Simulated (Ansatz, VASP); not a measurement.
TlV2 in VASP and in Ansatz

```
V Tl
1.0
     0.00000    3.81141    3.81141
     3.81141    0.00000    3.81141
     3.81141    3.81141    0.00000
V Tl
4 2
Cartesian
  4.7643 4.7643 4.7643
  4.7643 2.8586 2.8586
  2.8586 2.8586 4.7643
  2.8586 4.7643 2.8586
  0.0000 0.0000 0.0000
  1.9057 1.9057 1.9057
```

Alike in both runs: task single point; functional PBE; k mesh 4 × 4 × 4; occupations gaussian, width 0.1 eV; collinear spin.

```csv
,VASP,Ansatz
version,VASP 6.6.1,Ansatz 0.2.0
potentials or method,"VASP PAW PBE potentials, release 64 (V_sv, Tl_d), cutoff 520 eV","scalar-relativistic, plane waves, PAW"
valence electrons in the cell,78,78
```

```tsv
	VASP	Ansatz	Ansatz less VASP
gap on the k mesh at the Fermi level (eV)	none	none	-
pressure (GPa)	-8.4	-8.5	-0.05
net moment per atom (μB)	0.07	0.07	+0.005
size of the moment on the site where the two differ most (μB)	0.08	0.09	+0.005
```

Site moments also hang on the region over which each program counts them. A gap of «none» marks a metal or a gap that the smearing closes. The functional is the same, so the differences come from potentials, cutoffs and numerics. Ansatz's warnings: seeded moment not kept.

Spin-orbit coupling is off throughout.
